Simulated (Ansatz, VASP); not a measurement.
Two plane-wave programs on F

File INCAR:

```
ALGO = Normal
EDIFF = 1E-6
ENCUT = 520
GGA = PS
ISIF = 2
ISMEAR = 0
LASPH = True
LCHARG = False
LREAL = False
LWAVE = False
NBANDS = 22
NELM = 80
PREC = Accurate
SIGMA = 0.05
```

Contents of KPOINTS:

```
k-points
0
Gamma
  4 4 2
```

POSCAR

```
F
1.0
    3.1849756493     -1.8305146634     -0.2456527984
    3.1849756493      1.8305146634     -0.2456527984
   -2.3948583866      0.0000000000      7.3307098205
F
4
Direct
    0.0848459664      0.0848459664      0.0780195948
    0.9151540336      0.9151540336      0.9219804052
    0.5015719855      0.5015719855      0.5937195244
    0.4984280145      0.4984280145      0.4062804756
```

Input for Ansatz:

```yaml
crystal:
  lattice:
    - [3.1849756493, -1.8305146634, -0.2456527984]
    - [3.1849756493, 1.8305146634, -0.2456527984]
    - [-2.3948583866, 0.0, 7.3307098205]
  atoms:
    - { symbol: F, position: [0.0848459664, 0.0848459664, 0.0780195948] }
    - { symbol: F, position: [0.9151540336, 0.9151540336, 0.9219804052] }
    - { symbol: F, position: [0.5015719855, 0.5015719855, 0.5937195244] }
    - { symbol: F, position: [0.4984280145, 0.4984280145, 0.4062804756] }
basis:
  ecutwfc: 520.0
kpoints:
  mp_grid: { grid: [4, 4, 2] }
hamiltonian:
  xc: pbesol
scf:
  occupations: { method: gaussian, width: 0.05 }
output:
  forces: true
  stress: true
  eigenvalues: true
```

Alike in both runs: task single point; functional PBEsol; k mesh 4 × 4 × 2; occupations gaussian, width 0.05 eV; no spin polarisation.

|  | VASP | Ansatz |
| --- | --- | --- |
| version | VASP 6.6.1 | Ansatz 0.2.0 |
| potentials or method | VASP PAW PBE potentials, release 64 (F), cutoff 520 eV | scalar-relativistic, plane waves, PAW |
| valence electrons in the cell | 28 | 28 |

|  | VASP | Ansatz | Ansatz less VASP |
| --- | --- | --- | --- |
| gap on the k mesh at the Fermi level (eV) | 2.33 | 2.39 | +0.055 |
| least direct gap on the mesh (eV) | 2.37 | 2.43 | +0.055 |
| pressure (GPa) | 5.1 | 4.4 | -0.68 |
| traceless stress, the component that is largest in VASP (GPa) | 9.63 | 8.79 | -0.840 |
| rms of the force components (eV/Å) | 3.224 | 2.845 | -0.3790 |

VASP's potentials were made for PBE, not for PBEsol. Atom by atom the forces differ by 0.431 eV/Å (rms over components). The functional is the same, so the differences come from potentials, cutoffs and numerics.

The k mesh is coarse, so the values compare programs but aren't converged.
